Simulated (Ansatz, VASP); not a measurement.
# C in VASP and in Ansatz

```xyz
2
Lattice="0.0000 1.7801 1.7801 1.7207 0.0000 1.7801 1.7207 1.7801 0.0000" Properties=species:S:1:pos:R:3 pbc="T T T"
C     0.0000    0.0000    0.0000
C     0.8603    0.8901    0.8901
```

Change from the starting cell: uniaxial_x strain -3.3%.

Alike in both runs: task single point; functional HSE06; k mesh 8 × 8 × 8; no spin polarisation.

```csv
,VASP,Ansatz
version,VASP 6.6.1,Ansatz 0.2.0
potentials or method,"VASP PAW PBE potentials, release 64 (C)","plane waves, PAW"
plane-wave cutoff (eV),520,420
occupations,"gaussian, width 0.01 eV",fixed
valence electrons in the cell,8,8
```

```csv
,VASP,Ansatz,Ansatz less VASP
gap on the k mesh at the Fermi level (eV),4.45,4.46,+0.009
pressure (GPa),11.5,10.5,-1.06
"traceless stress, the component that is largest in VASP (GPa)",22.30,22.32,+0.020
```

Ansatz's warnings: stress exchange threshold loose, stress scf threshold loose.
